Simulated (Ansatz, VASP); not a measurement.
# CsCaH3 in VASP and in Ansatz

```
CELL_PARAMETERS angstrom
4.41323 0.00000 0.00000
0.00000 4.62119 0.00000
0.00000 0.00000 4.62119
ATOMIC_POSITIONS crystal
Cs 0.00000 0.00000 0.00000
Ca 0.50000 0.50000 0.50000
H 0.50000 0.00000 0.50000
H 0.00000 0.50000 0.50000
H 0.50000 0.50000 0.00000
```

Change from the starting cell: strain -0.0450 x Voigt [1, 0, 0, 0, 0, 0], atoms carried along.

Alike in both runs: task single point; functional LDA; k mesh 6 × 6 × 6; occupations gaussian, width 0.05 eV; no spin polarisation.

|  | VASP | Ansatz |
| --- | --- | --- |
| version | VASP 6.6.1 | Ansatz 0.2.0 |
| potentials or method | VASP PAW LDA potentials, release 64 (Cs_sv, Ca_sv, H), cutoff 520 eV | scalar-relativistic, plane waves, PAW |
| valence electrons in the cell | 22 | 22 |

VASP gave:

| Quantity | Value |
| --- | --- |
| gap on the k mesh at the Fermi level (eV) | 2.68 |
| least direct gap on the mesh (eV) | 2.68 |
| pressure (GPa) | -1.3 |
| traceless stress, the component that is largest in VASP (GPa) | 1.35 |

Problem. Which values does Ansatz return?

Solution. gap on the k mesh at the Fermi level (eV): 2.70; least direct gap on the mesh (eV): 2.70; pressure (GPa): -1.3; traceless stress, the component that is largest in VASP (GPa): 1.34.

LDA's correlation is that of Perdew and Zunger in VASP and of Perdew and Wang (1992) in Ansatz.

Neither program's run includes spin-orbit coupling.
